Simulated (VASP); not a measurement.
Runs of VASP 6.6.1 on ScInS3. The structure is that of space group Pm-3m (No. 221), or close to it. The cells are those of the table. The cell was generated, and may not be a known phase.

```csv
task,spin,cell,k mesh,cutoff (eV),gap on the mesh (eV),pressure (GPa)
relaxation of cell and atoms,off,"relaxed from a = 4.951 Å, 5 atoms",8 × 8 × 8,600,none,0.0
single point,off,"a = 4.951 Å, 5 atoms",4 × 4 × 4,520,none,-0.6
single point,off,"a = 4.935 Å, 5 atoms",8 × 8 × 8,520,none,0.0
single point,collinear,"a = 4.951 Å, 5 atoms",4 × 4 × 4,520,none,(a)
```

Alike in all rows: level PBE; potentials or basis VASP PAW PBE potentials, release 64 (Sc_sv, In_d, S); smearing gaussian 0.1 eV.

Estimate the missing entries.

(a) -0.7.

Caveats: spin-orbit coupling is left out, which moves the levels of the heavy elements.

A k mesh can miss the band edges, and the runs leave out spin-orbit coupling on In.

A gap of «none» marks levels without a gap at the run's occupations.
